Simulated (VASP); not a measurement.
# CdSe (F-43m) in VASP: further runs

CdSe is run at these levels: PBEsol+D4, BLYP; tasks: relaxation of cell and atoms.

Everything below comes from runs of VASP 6.6.1. Logs are shortened: lines on timing, memory, paths and dates and some standing lists are left out, and cuts for length are marked.

## Step 1: The cell of the first run

The structure is cubic, space group F-43m (No. 216). Conventional cell: a = 6.141 Å, b = 6.141 Å, c = 6.141 Å, α = 90.00°, β = 90.00°, γ = 90.00°. Cd (site symmetry -43m) has 4 Se at 2.66 Å within 3.5 Å. Within 3.5 Å of Se (site symmetry -43m) lie 4 Cd at 2.66 Å.

## Step 2: Relaxation of cell and atoms, PBEsol+D4

Input file INCAR:

```
PREC     = Accurate       # precision mode
ENCUT    = 600            # plane-wave cutoff, eV
EDIFF    = 1E-6           # SCF threshold, eV
ISMEAR   = -1             # smearing method
SIGMA    = 0.05           # smearing width, eV
LREAL    = False          # projectors in reciprocal space
LASPH    = True           # aspherical terms in the spheres
NELM     = 60             # most SCF steps
ALGO     = Normal         # electronic algorithm
ISIF     = 3              # what is computed and relaxed
LWAVE    = False          # write WAVECAR
LCHARG   = False          # write CHGCAR
GGA      = PS             # functional
IVDW     = 13             # dispersion correction
IBRION   = 2              # ionic algorithm
NSW      = 80             # ionic steps
EDIFFG   = -0.02          # ionic threshold
```

Input file KPOINTS:

```
Automatic mesh
0
Gamma
  8 8 8
```

Input file POSCAR:

```
CdSe
1.0
    0.0000000000      3.0702711986      3.0702711986
    3.0702711986      0.0000000000      3.0702711986
    3.0702711986      3.0702711986      0.0000000000
Cd Se
1 1
Direct
    0.0000000000      0.0000000000      0.0000000000
    0.2500000000      0.2500000000      0.2500000000
```

Potentials or basis: VASP PAW PBE potentials, release 64 (Cd, Se).

Command:

```
$ cat potpaw_PBE.64/Cd/POTCAR potpaw_PBE.64/Se/POTCAR > POTCAR
$ mpirun -np 1 vasp_std > vasp.out
```

OUTCAR:

```text
PREC = Accurate
   ENCUT = 600
   EDIFF = 1E-6
   ISMEAR = -1
   LREAL = False
   LASPH = True
   NELM = 60
   ISIF = 3
   GGA = PS
   IVDW = 13
   IBRION = 2
   NSW = 80
   EDIFFG = -0.02

 ion  position               nearest neighbor table
   1  0.000  0.000  0.000-   2 2.66   2 2.66   2 2.66   2 2.66
   2  0.250  0.250  0.250-   1 2.66   1 2.66   1 2.66   1 2.66

  LATTYP: Found a face centered cubic cell.
 ALAT       =     6.1405423972

  Lattice vectors:

 A1 = (   0.0000000000,   3.0702711986,   3.0702711986)
 A2 = (   3.0702711986,   0.0000000000,   3.0702711986)
 A3 = (   3.0702711986,   3.0702711986,   0.0000000000)

Analysis of symmetry for initial positions (statically):
=====================================================================
 Subroutine PRICEL returns:
 Original cell was already a primitive cell.

 Routine SETGRP: Setting up the symmetry group for a
 face centered cubic supercell.

 Subroutine GETGRP returns: Found 24 space group operations
 (whereof 24 operations were pure point group operations)
 out of a pool of 48 trial point group operations.

The static configuration has the point symmetry T_d .

Analysis of symmetry for dynamics (positions and initial velocities):
=====================================================================
 Subroutine PRICEL returns:
 Original cell was already a primitive cell.

 Routine SETGRP: Setting up the symmetry group for a
 face centered cubic supercell.

 Subroutine GETGRP returns: Found 24 space group operations
 (whereof 24 operations were pure point group operations)
 out of a pool of 48 trial point group operations.

The dynamic configuration has the point symmetry T_d .

 Subroutine INISYM returns: Found 24 space group operations
 (whereof 24 operations are pure point group operations),
 and found     1 'primitive' translations

----------------------------------------------------------------------------------------

                                     Primitive cell

  volume of cell :      57.8842

  direct lattice vectors                    reciprocal lattice vectors
     0.000000000  3.070271199  3.070271199    -0.162852063  0.162852063  0.162852063
     3.070271199  0.000000000  3.070271199     0.162852063 -0.162852063  0.162852063
     3.070271199  3.070271199  0.000000000     0.162852063  0.162852063 -0.162852063

  length of vectors
     4.342019169  4.342019169  4.342019169     0.282068048  0.282068048  0.282068048

  position of ions in fractional coordinates (direct lattice)
     0.000000000  0.000000000  0.000000000
     0.250000000  0.250000000  0.250000000

  ion indices of the primitive-cell ions
   primitive index   ion index
                 1           1
                 2           2

----------------------------------------------------------------------------------------

 KPOINTS: Automatic mesh

Automatic generation of k-mesh.
 Grid dimensions read from file:
 generate k-points for:    8    8    8

 Generating k-lattice:

  Cartesian coordinates                     Fractional coordinates (reciprocal lattice)
    -0.020356508  0.020356508  0.020356508     0.125000000  0.000000000  0.000000000
     0.020356508 -0.020356508  0.020356508     0.000000000  0.125000000  0.000000000
     0.020356508  0.020356508 -0.020356508     0.000000000  0.000000000  0.125000000

  Length of vectors
     0.035258506  0.035258506  0.035258506

  Shift w.r.t. Gamma in fractional coordinates (k-lattice)
     0.000000000  0.000000000  0.000000000

 Subroutine IBZKPT returns following result:
 ===========================================

 Found     29 irreducible k-points:

 Following reciprocal coordinates:
            Coordinates               Weight
  0.000000  0.000000  0.000000      1.000000
  0.125000  0.000000  0.000000      8.000000
  0.250000  0.000000  0.000000      8.000000
  0.375000  0.000000  0.000000      8.000000
  0.500000  0.000000  0.000000      4.000000
  0.125000  0.125000  0.000000      6.000000
[... 16 lines left out ...]
  0.500000  0.250000  0.125000     48.000000
 -0.375000  0.250000  0.125000     24.000000
 [... further k-points ...]
   k-points           NKPTS =     29   k-points in BZ     NKDIM =     29   number of bands    NBANDS=     13
   number of dos      NEDOS =    301   number of ions     NIONS =      2
   total plane-waves  NPLWV =  46656
   dimension x,y,z NGX =    36 NGY =   36 NGZ =   36
   dimension x,y,z NGXF=    72 NGYF=   72 NGZF=   72
   ions per type =               1   1
   NGX,Y,Z   is equivalent  to a cutoff of  13.78, 13.78, 13.78 a.u.
   NGXF,Y,Z  is equivalent  to a cutoff of  27.57, 27.57, 27.57 a.u.
 SYSTEM =  unknown system
   PREC   = accura    normal or accurate (medium, high low for compatibility)
   ISTART =      0    job   : 0-new  1-cont  2-samecut
   ICHARG =      2    charge: 1-file 2-atom 10-const
   ISPIN  =      1    spin polarized calculation?
   LNONCOLLINEAR =      F non collinear calculations
   LSORBIT =      F    spin-orbit coupling
   LASPH  =      T    aspherical Exc in radial PAW
   ENCUT  =  600.0 eV  44.10 Ry    6.64 a.u.   8.67  8.67  8.67*2*pi/ulx,y,z
   NELM   =     60;   NELMIN=  2; NELMDL= -5     # of ELM steps
   EDIFF  = 0.1E-05   stopping-criterion for ELM
   LREAL  =      F    real-space projection
   EDIFFG = -.2E-01   stopping-criterion for IOM
   NSW    =     80    number of steps for IOM
   IBRION =      2    ionic relax: 0-MD 1-quasi-New 2-CG
   NFREE  =      1    steps in history (QN), initial steepest desc. (CG)
   ISIF   =      3    stress and relaxation
   ISYM   =      2    0-nonsym 1-usesym 2-fastsym
   POTIM  = 0.5000    time-step for ionic-motion
   TEBEG  =    0.0;   TEEND  =   0.0 temperature during run
   PSTRESS=    0.0 pullay stress
   NELECT =      18.0000    total number of electrons
   NUPDOWN=      -1.0000    fix difference up-down
   EMIN   =  10.00;   EMAX   =-10.00  energy-range for DOS
   EFERMI =   0.00;   METHOD = LEGACY
   ISMEAR =    -1;   SIGMA  =   0.05  broadening in eV -4-tet -1-fermi 0-gaus
   EFERMI_NEDOS =   21; number of points for ismear=-14 and -15
   IALGO  =     38    algorithm
   IMIX   =      4    mixing-type and parameters
     AMIX     =   0.40;   BMIX     =  1.00
     AMIX_MAG =   1.60;   BMIX_MAG =  1.00
  volume/ion in A,a.u.               =      28.94       195.31
  Fermi-wavevector in a.u.,A,eV,Ry     =   1.109121  2.095935 16.737199  1.230149
  Thomas-Fermi vector in A             =   2.245657
   LORBIT       =      0    0 simple, 1 ext, 2 COOP (PROOUT), +10 PAW based schemes
   GGA     = PS    functional components
   LHFCALC =     F    Hartree Fock is set to
   AEXX    =    0.0000 exact exchange contribution
   IVDW    =    13    specifies the selected vdW correction
   LEPSILON=     F    determine dielectric tensor
   LRPA    =     F    only Hartree local field effects (RPA)
 conjugate gradient relaxation of ions
 non-spin polarized calculation
  energy-cutoff  :      600.00
  volume of cell :       57.88
 maximum number of plane-waves:      1964
   NGX = 17   NGY = 17   NGZ = 17

--------------------------------------- Ionic step        1  -------------------------------------------

 number of electron      17.9999997 magnetization

 Free energy of the ion-electron system (eV)
  ---------------------------------------------------
  ext. energy  EPLUGINS =         0.00000000
  ---------------------------------------------------
  free energy    TOTEN  =        -6.17287509 eV

  energy without entropy =       -6.17280610  energy(sigma->0) =       -6.17284060

------------------------ aborting loop because EDIFF is reached ----------------------------------------

  DFT-D4 for vdW energy calculation

  Edisp (eV):   -0.37352

  FORCE on cell =-STRESS in cart. coord.  units (eV):
  Direction    XX          YY          ZZ          XY          YZ          ZX
  --------------------------------------------------------------------------------------
  -------------------------------------------------------------------------------------
  Total      -0.77011    -0.77011    -0.77011     0.00000     0.00000     0.00000
  in kB     -21.31592   -21.31592   -21.31592     0.00000     0.00000     0.00000
  external pressure =      -21.32 kB  Pullay stress =        0.00 kB

 VOLUME and BASIS-vectors are now :
 -----------------------------------------------------------------------------
  energy-cutoff  :      600.00
  volume of cell :       57.88
      direct lattice vectors                 reciprocal lattice vectors
     0.000000000  3.070271199  3.070271199    -0.162852063  0.162852063  0.162852063
     3.070271199  0.000000000  3.070271199     0.162852063 -0.162852063  0.162852063
     3.070271199  3.070271199  0.000000000     0.162852063  0.162852063 -0.162852063
[... 41 lines left out ...]
 POSITION                                       TOTAL-FORCE (eV/Angst)
 -----------------------------------------------------------------------------------
      6.02647      6.02647      6.02647         0.000000      0.000000      0.000000
      1.50662      1.50662      1.50662        -0.000000     -0.000000     -0.000000
 -----------------------------------------------------------------------------------
    total drift:                               -0.000000     -0.000000     -0.000000

  FREE ENERGIE OF THE ION-ELECTRON SYSTEM (eV)
  ---------------------------------------------------
  free  energy   TOTEN  =        -6.5615640190 eV

  energy  without entropy=       -6.5615383715  energy(sigma->0) =       -6.56155120

--------------------------------------- Ionic step        3  -------------------------------------------

 number of electron      18.0000002 magnetization

 Free energy of the ion-electron system (eV)
  ---------------------------------------------------
  ext. energy  EPLUGINS =         0.00000000
  ---------------------------------------------------
  free energy    TOTEN  =        -6.17410518 eV

  energy without entropy =       -6.17407277  energy(sigma->0) =       -6.17408897

 E-fermi :   1.2243     XC(G=0):  -9.1666

 val. band max:        0.9310092732   @ k =   0.0000   0.0000   0.0000
 cond. band min:       1.4424588375   @ k =   0.0000   0.0000   0.0000
 fundamental gap:      0.5114495643
 Fermi energy:         1.2243336718

 k-point     1 :       0.0000    0.0000    0.0000
  band No.  band energies     occupation
      1     -11.7779      2.00000
      2      -7.0357      2.00000
      3      -7.0357      2.00000
      4      -7.0357      2.00000
      5      -6.6380      2.00000
      6      -6.6380      2.00000
      7       0.9310      1.99435
      8       0.9310      1.99435
      9       0.9310      1.99435
     10       1.4425      0.02517
     11       6.7841      0.00000
     12       6.7841      0.00000
     13       6.7841      0.00000

 k-point     2 :       0.1250    0.0000    0.0000
  band No.  band energies     occupation
      1     -11.7214      2.00000
      2      -7.0175      2.00000
      3      -7.0175      2.00000
      4      -6.9880      2.00000
      5      -6.6390      2.00000
      6      -6.6390      2.00000
      7      -0.3312      2.00000
      8       0.7995      1.99959
      9       0.7995      1.99959
     10       2.4780      0.00000
     11       6.5678      0.00000
[... 339 lines left out ...]
 k-point    24 :      -0.3750    0.2500    0.1250
  band No.  band energies     occupation
      1     -11.3229      2.00000
      2      -6.8993      2.00000
      3      -6.8722      2.00000
      4      -6.6603      2.00000
      5      -6.6212      2.00000
      6      -6.2419      2.00000
      7      -3.3452      2.00000
      8      -1.1367      2.00000
      9      -0.3467      2.00000
     10       4.7603      0.00000
     11       6.2630      0.00000
     12       7.7190      0.00000
     13       8.8790      0.00000

 [... further k-points ...]

------------------------ aborting loop because EDIFF is reached ----------------------------------------

  DFT-D4 for vdW energy calculation

  Edisp (eV):   -0.38919

  FORCE on cell =-STRESS in cart. coord.  units (eV):
  Direction    XX          YY          ZZ          XY          YZ          ZX
  --------------------------------------------------------------------------------------
  -------------------------------------------------------------------------------------
  Total       0.00195     0.00195     0.00195     0.00000    -0.00000     0.00000
  in kB       0.05641     0.05641     0.05641     0.00000    -0.00000     0.00000
  external pressure =        0.06 kB  Pullay stress =        0.00 kB

 VOLUME and BASIS-vectors are now :
 -----------------------------------------------------------------------------
  energy-cutoff  :      600.00
  volume of cell :       55.43
      direct lattice vectors                 reciprocal lattice vectors
     0.000000000  3.026290497  3.026290497    -0.165218772  0.165218772  0.165218772
     3.026290497  0.000000000  3.026290497     0.165218772 -0.165218772  0.165218772
     3.026290497  3.026290497  0.000000000     0.165218772  0.165218772 -0.165218772

 POSITION                                       TOTAL-FORCE (eV/Angst)
 -----------------------------------------------------------------------------------
      0.00000      0.00000      0.00000        -0.000000     -0.000000     -0.000000
      1.51315      1.51315      1.51315         0.000000      0.000000      0.000000
 -----------------------------------------------------------------------------------
    total drift:                               -0.000000     -0.000000     -0.000000

  FREE ENERGIE OF THE ION-ELECTRON SYSTEM (eV)
  ---------------------------------------------------
  free  energy   TOTEN  =        -6.5632978296 eV

  energy  without entropy=       -6.5632654203  energy(sigma->0) =       -6.56328162

 reached required accuracy - stopping structural energy minimisation
```

Wall time 2.1 min (1 thread of AMD EPYC, shared host); peak memory 0.2 GiB.

Results:

| Quantity | Value |
| --- | --- |
| Free energy | -6.5633 eV |
| Relaxed volume | 27.72 Å³/atom |
| Relaxed cell | a = 4.280 Å, b = 4.280 Å, c = 4.280 Å, α = 60.00°, β = 60.00°, γ = 60.00° |
| Space group after relaxing (to 0.05 Å) | F-43m (No. 216) |
| Energy gained by relaxing | 8.5 meV/atom |
| Ionic steps | 3 |
| Pressure after relaxing | 0.0 GPa |
| Band gap on the k mesh | 0.51 eV, direct |
| Dispersion energy per atom | -0.195 eV |

Step by step:
| step | energy change (eV) | largest force (eV/Å) | pressure (GPa) | volume (Å³) |
| --- | --- | --- | --- | --- |
| 1 | 0.0000 | 0.0000 | -2.13 | 57.88 |
| 2 | -0.0152 | 0.0000 | 0.69 | 54.72 |
| 3 | -0.0169 | 0.0000 | 0.01 | 55.43 |

Final structure:
```
Cd Se
1.0
     0.00000    3.02629    3.02629
     3.02629    0.00000    3.02629
     3.02629    3.02629    0.00000
Cd Se
1 1
Direct
  0.00000 0.00000 0.00000
  0.25000 0.25000 0.25000
```

Caveat: the PAW data sets were made with another functional, which shifts forces and pressure a little.

## Step 3: Relaxation of cell and atoms, BLYP

Input file INCAR:

```
  AGGAC = 1.0
  AGGAX = 1.0
  ALDAC = 0.0
  ALDAX = 1.0
  ALGO = Normal
  EDIFF = 1E-6
  EDIFFG = -0.02
  ENCUT = 600
  GGA = B5
  IBRION = 2
  ISIF = 3
  ISMEAR = -1
  LASPH = T
  LCHARG = F
  LREAL = F
  LWAVE = F
  NELM = 100
  NSW = 80
  PREC = Accurate
  SIGMA = 0.05
```

Input file KPOINTS:

```
k-points
0
Gamma
  8 8 8
```

POSCAR is that of step 2.

Potentials or basis: VASP PAW PBE potentials, release 64 (Cd, Se).

Command:

```
$ cat potpaw_PBE.64/Cd/POTCAR potpaw_PBE.64/Se/POTCAR > POTCAR
$ mpirun -np 1 vasp_std > vasp.out
```

Wall time 3.5 min (1 thread of AMD EPYC, shared host); peak memory 0.19 GiB.

Results (log left out):

```yaml
Free_energy: -4.5609 eV
Relaxed_volume: 31.72 Å³/atom
Relaxed_cell: a = 4.477 Å, b = 4.477 Å, c = 4.477 Å, α = 60.00°, β = 60.00°, γ = 60.00°
Space_group_after_relaxing_to_0.05_Å: F-43m (No. 216)
Energy_gained_by_relaxing: 34.8 meV/atom
Ionic_steps: 3
Pressure_after_relaxing: 0.0 GPa
Band_gap_on_the_k_mesh: 0.30 eV, direct
```

Step by step:
```
step  energy change (eV)  largest force (eV/Å)  pressure (GPa)  volume (Å³)
   1              0.0000                0.0000            4.36        57.88
   2             -0.0667                0.0000           -0.73        64.74
   3             -0.0697                0.0000            0.02        63.44
```

Final structure:
```xyz
2
Lattice="0.0000 3.1654 3.1654 3.1654 0.0000 3.1654 3.1654 3.1654 0.0000" Properties=species:S:1:pos:R:3 pbc="T T T"
Cd    0.0000    0.0000    0.0000
Se    1.5827    1.5827    1.5827
```

Levels at points of the mesh, in eV from the valence-band top:
| k point | band 5 | band 6 | band 7 | band 8 | band 9 | band 10 | band 11 | band 12 | band 13 |
| --- | --- | --- | --- | --- | --- | --- | --- | --- | --- |
| (0.00, 0.00, 0.00) | -7.40 | -7.40 | 0.00 | 0.00 | 0.00 | 0.30 | 5.90 | 5.90 | 5.90 |
| (0.50, 0.00, 0.00) | -7.39 | -7.19 | -3.73 | -0.59 | -0.59 | 2.18 | 6.40 | 6.40 | 7.08 |
| (0.50, 0.50, 0.00) | -7.36 | -7.14 | -3.58 | -1.47 | -1.47 | 3.41 | 3.55 | 8.66 | 9.44 |

Caveat: the PAW data sets were made with another functional, which shifts forces and pressure a little.
